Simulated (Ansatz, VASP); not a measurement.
## One calculation of TaSi2, two programs

```xyz
6
Lattice="0.0000 3.4738 3.4738 3.4738 0.0000 3.4738 3.4738 3.4738 0.0000" Properties=species:S:1:pos:R:3 pbc="T T T"
Ta    3.4738    3.4738    3.4738
Ta    5.2108    5.2108    5.2108
Si    0.8685    0.8685    0.8685
Si    0.8685    2.6054    2.6054
Si    2.6054    2.6054    0.8685
Si    2.6054    0.8685    2.6054
```

Alike in both runs: functional PBE; k mesh 10 × 10 × 10; occupations gaussian, width 0.1 eV; no spin polarisation.

Ansatz relaxed the structure, and its values are those at the end. VASP's run is a single point on that final structure, the one shown.

```csv
,VASP,Ansatz
version,VASP 6.6.1,Ansatz 0.2.0
potentials or method,"VASP PAW PBE potentials, release 64 (Ta_pv, Si), cutoff 520 eV","scalar-relativistic, plane waves, PAW"
valence electrons in the cell,38,42
```

|  | VASP | Ansatz | Ansatz less VASP |
| --- | --- | --- | --- |
| gap on the k mesh at the Fermi level (eV) | none | none | - |
| pressure (GPa) | 0.0 | 0.0 | +0.01 |

A gap of «none» marks a metal or a gap that the smearing closes. VASP's potentials hold 38 valence electrons a cell and Ansatz's 42, so a difference there can come from the potentials and not from the codes.

Spin-orbit coupling is off throughout.
